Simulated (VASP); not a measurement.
# MgS (Fm-3m) in VASP: vibrations by perturbation theory with PBE

Aim: the vibrations by perturbation theory of MgS with PBE.

All numbers are computed with VASP 6.6.1; they aren't measurements. Logs are shortened: lines on timing, memory, paths and dates and some standing lists are left out, and cuts for length are marked.

**1. The cell of the first run**

Symmetry: Fm-3m, No. 225, cubic system. Conventional cell: a = 5.230 Å, b = 5.230 Å, c = 5.230 Å, α = 90.00°, β = 90.00°, γ = 90.00°. Mg (site symmetry m-3m) has 6 S at 2.61 Å within 3.4 Å. Within 3.4 Å of S (site symmetry m-3m) lie 6 Mg at 2.61 Å.

**2. Vibrations by perturbation theory, PBE**

INCAR

```
PREC = Accurate
ENCUT = 520
EDIFF = 1E-8
ISMEAR = 0
SIGMA = 0.01
LREAL = F
LASPH = T
NELM = 80
ALGO = Normal
ISIF = 2
LWAVE = F
LCHARG = T
GGA = PE
IBRION = 8
NSW = 1
LEPSILON = T
```

KPOINTS

```
regular mesh
0
Gamma
  8 8 8
```

POSCAR

```
MgS
1.0
    0.0000000000      2.6149255153      2.6149255153
    2.6149255153      0.0000000000      2.6149255153
    2.6149255153      2.6149255153      0.0000000000
Mg S
1 1
Direct
    0.5000000000      0.5000000000      0.5000000000
    0.0000000000      0.0000000000      0.0000000000
```

Potentials or basis: VASP PAW PBE potentials, release 64 (Mg, S).

On the command line:

```
$ cat potpaw_PBE.64/Mg/POTCAR potpaw_PBE.64/S/POTCAR > POTCAR
$ mpirun -np 1 vasp_std > vasp.out
```

OUTCAR:

```text
PREC = Accurate
   ENCUT = 520
   EDIFF = 1E-8
   ISMEAR = 0
   LREAL = F
   LASPH = T
   NELM = 80
   ISIF = 2
   GGA = PE
   IBRION = 8
   NSW = 1
   LEPSILON = T

 ion  position               nearest neighbor table
   1  0.500  0.500  0.500-   2 2.61   2 2.61   2 2.61   2 2.61   2 2.61   2 2.61
   2  0.000  0.000  0.000-   1 2.61   1 2.61   1 2.61   1 2.61   1 2.61   1 2.61

  LATTYP: Found a face centered cubic cell.
 ALAT       =     5.2298510306

  Lattice vectors:

 A1 = (   0.0000000000,   2.6149255153,   2.6149255153)
 A2 = (   2.6149255153,   0.0000000000,   2.6149255153)
 A3 = (   2.6149255153,   2.6149255153,   0.0000000000)

Analysis of symmetry for initial positions (statically):
=====================================================================
 Subroutine PRICEL returns:
 Original cell was already a primitive cell.

 Routine SETGRP: Setting up the symmetry group for a
 face centered cubic supercell.

 Subroutine GETGRP returns: Found 48 space group operations
 (whereof 48 operations were pure point group operations)
 out of a pool of 48 trial point group operations.

The static configuration has the point symmetry O_h .

Analysis of symmetry for dynamics (positions and initial velocities):
=====================================================================
 Subroutine PRICEL returns:
 Original cell was already a primitive cell.

 Routine SETGRP: Setting up the symmetry group for a
 face centered cubic supercell.

 Subroutine GETGRP returns: Found 48 space group operations
 (whereof 48 operations were pure point group operations)
 out of a pool of 48 trial point group operations.

The dynamic configuration has the point symmetry O_h .

 Subroutine INISYM returns: Found 48 space group operations
 (whereof 48 operations are pure point group operations),
 and found     1 'primitive' translations

----------------------------------------------------------------------------------------

[... 495 lines left out ...]

 MACROSCOPIC STATIC DIELECTRIC TENSOR (including local field effects in DFT)
 ------------------------------------------------------
           5.410839     0.000000     0.000000
           0.000000     5.410839    -0.000000
          -0.000000     0.000000     5.410839
 ------------------------------------------------------

 PIEZOELECTRIC TENSOR (including local field effects)  for field in x, y, z        (e  Angst)
          XX          YY          ZZ          XY          YZ          ZX
  --------------------------------------------------------------------------------
  x     0.00000     0.00000     0.00000     0.00000     0.00000     0.00000
  y     0.00000     0.00000     0.00000     0.00000     0.00000     0.00000
  z     0.00000     0.00000     0.00000     0.00000     0.00000     0.00000

 PIEZOELECTRIC TENSOR (including local field effects)  for field in x, y, z        (C/m^2)
          XX          YY          ZZ          XY          YZ          ZX
  --------------------------------------------------------------------------------
  x     0.00000     0.00000     0.00000     0.00000     0.00000     0.00000
  y     0.00000     0.00000     0.00000     0.00000     0.00000     0.00000
  z     0.00000     0.00000     0.00000     0.00000     0.00000     0.00000

 BORN EFFECTIVE CHARGES (including local field effects) (in |e|, cummulative output)
 ---------------------------------------------------------------------------------
 ion    1
    1     2.34180     0.00000    -0.00000
    2     0.00000     2.34180    -0.00000
    3    -0.00000     0.00000     2.34180
 ion    2
    1    -2.34180     0.00000     0.00000
    2    -0.00000    -2.34180     0.00000
    3     0.00000    -0.00000    -2.34180

 INTERNAL STRAIN TENSOR FOR ION    2 for displacements in x,y,z  (eV/Angst):
          X           Y           Z          XY          YZ          ZX
  --------------------------------------------------------------------------------
  x     0.00000     0.00000     0.00000     0.00000     0.00000     0.00000
  y     0.00000     0.00000     0.00000     0.00000     0.00000     0.00000
  z     0.00000     0.00000     0.00000     0.00000     0.00000     0.00000

 SECOND DERIVATIVES (NOT SYMMETRIZED)
 ------------------------------------
               1X          1Y          1Z          2X          2Y          2Z
  1X    -2.544309    0.000000    0.000000    2.544309    0.000000    0.000000
  1Y     0.000000   -2.544309    0.000000    0.000000    2.544309    0.000000
  1Z     0.000000    0.000000   -2.544309    0.000000    0.000000    2.544309
  2X     2.546562    0.000000    0.000000   -2.546562    0.000000    0.000000
  2Y     0.000000    2.546562    0.000000    0.000000   -2.546562    0.000000
  2Z     0.000000    0.000000    2.546562    0.000000    0.000000   -2.546562

 Eigenvectors and eigenvalues of the dynamical matrix
 ----------------------------------------------------

   1 f  =    6.707740 THz    42.145974 2PiTHz  223.746125 cm-1    27.740971 meV
             X         Y         Z           dx          dy          dz
      2.614926  2.614926  2.614926    -0.000000   -0.754070   -0.000000
      0.000000  0.000000  0.000000     0.000000    0.656794    0.000000
[... 21 lines left out ...]
   6 f/i=    0.001470 THz     0.009235 2PiTHz    0.049024 cm-1     0.006078 meV
             X         Y         Z           dx          dy          dz
      2.614926  2.614926  2.614926    -0.601476    0.262367   -0.027731
      0.000000  0.000000  0.000000    -0.690558    0.301226   -0.031838

--------------------------------------------------------------------------------------------------------

 MACROSCOPIC STATIC DIELECTRIC TENSOR IONIC CONTRIBUTION
 ------------------------------------------------------
          10.901766     0.000000     0.000000
          -0.000000    10.901766     0.000000
           0.000000     0.000000    10.901766
 ------------------------------------------------------

 ELASTIC MODULI CONTR FROM IONIC RELAXATION (kBar)
 Direction    XX          YY          ZZ          XY          YZ          ZX
 --------------------------------------------------------------------------------
 XX           0.0000      0.0000      0.0000      0.0000      0.0000      0.0000
 YY           0.0000      0.0000      0.0000      0.0000      0.0000      0.0000
 ZZ           0.0000      0.0000      0.0000      0.0000      0.0000      0.0000
 XY           0.0000      0.0000      0.0000      0.0000      0.0000      0.0000
 YZ           0.0000      0.0000      0.0000      0.0000      0.0000      0.0000
 ZX           0.0000      0.0000      0.0000      0.0000      0.0000      0.0000
 --------------------------------------------------------------------------------

 PIEZOELECTRIC TENSOR IONIC CONTR  for field in x, y, z        (C/m^2)
          XX          YY          ZZ          XY          YZ          ZX
  --------------------------------------------------------------------------------
  x     0.00000     0.00000     0.00000     0.00000     0.00000     0.00000
  y     0.00000     0.00000     0.00000     0.00000     0.00000     0.00000
  z     0.00000     0.00000     0.00000     0.00000     0.00000     0.00000
```

Run time: 1.8 min. Hardware: 1 thread of Intel Xeon Platinum 8488C (Sapphire Rapids), shared host; peak memory 0.2 GiB.

Results:

```
Electronic dielectric tensor (diagonal)                 : 5.41
Born charges (mean of the diagonal)                     : Mg +2.34; S -2.34 e
Highest phonon frequency at Γ, LO-TO splitting left out : 224 cm⁻¹
```

Phonon frequencies in cm⁻¹ (negative: imaginary):
| q point | frequencies |
| --- | --- |
| (0.000, 0.000, 0.000) | 0 0 0 224 224 224 |

Electronic dielectric tensor:
```
5.41 0.00 0.00
0.00 5.41 0.00
0.00 0.00 5.41
```

Born effective charge tensors (e):
atom 1, Mg
```
2.34 0.00 0.00
0.00 2.34 0.00
0.00 0.00 2.34
```
atom 2, S
```
-2.34  0.00  0.00
 0.00 -2.34  0.00
 0.00  0.00 -2.34
```
